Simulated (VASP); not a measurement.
YAl2N3:

```
Y Al N
1.0
     2.61742    1.51117    3.74564
    -2.61742    1.51117    3.74564
     0.00000   -3.02234    3.74564
Y Al N
1 2 3
Direct
  0.50000 0.50000 0.50000
  0.80270 0.80270 0.80270
  0.19730 0.19730 0.19730
  0.50000 0.50000 0.00000
  0.00000 0.50000 0.50000
  0.50000 0.00000 0.50000
```

The cell was generated, and may not be a known phase.

| Quantity | Value |
| --- | --- |
| Program | VASP 6.6.1 |
| Task | relaxation of cell and atoms |
| Functional | PBE |
| Potentials or basis | VASP PAW PBE potentials, release 64 (Y_sv, Al, N) |
| Cutoff | 600 eV |
| k mesh | 6 × 6 × 6 |
| Occupations | gaussian, width 0.1 eV |
| Spin | no spin polarisation |

At the start: pressure -5.9 GPa; volume 14.82 Å³/atom.

Question: How do energy, volume and symmetry change on relaxing?

Answer: Over 19 steps the energy falls by 782.1 meV/atom and the volume is 17.42 Å³/atom (+17.6 %); space group R-3m (No. 166, to 0.1 Å) before and after.

Step by step:
```csv
step,energy change (eV),largest force (eV/Å),pressure (GPa),volume (Å³)
1,0.0000,3.5272,-5.88,88.89
2,-2.2136,3.2125,9.64,81.73
3,-2.3586,0.1490,32.36,76.25
4,-2.5914,1.8216,21.01,78.63
5,-3.4258,0.4378,17.19,83.43
6,-3.4568,0.8408,15.43,86.49
7,-3.5010,0.2623,16.10,85.25
8,-4.0745,1.0948,1.78,93.83
9,-4.1108,1.5304,-2.55,97.48
10,-4.2810,1.4503,-2.14,98.09
11,-4.5744,0.9764,-0.12,99.61
12,-4.1550,1.0481,8.67,101.90
13,-4.6253,0.5339,1.60,100.11
14,-4.6792,0.2321,0.78,102.37
15,-4.6911,0.0233,0.23,104.06
16,-4.6911,0.0102,0.26,103.98
17,-4.6923,0.0653,-0.22,104.57
18,-4.6923,0.0650,-0.22,104.57
19,-4.6927,0.0245,0.04,104.53
```

Final structure:
```xyz
6
Lattice="2.8756 1.6602 3.6494 -2.8756 1.6602 3.6494 0.0000 -3.3204 3.6494" Properties=species:S:1:pos:R:3 pbc="T T T"
Y     0.0000    0.0000    5.4740
Al    0.0000    0.0000    8.0716
Al    0.0000    0.0000    2.8765
N     0.0000    1.6602    3.6494
N    -1.4378   -0.8301    3.6494
N     1.4378   -0.8301    3.6494
```

Caveat: the volume moved by over 15 % at a fixed basis, so the end points are rough.
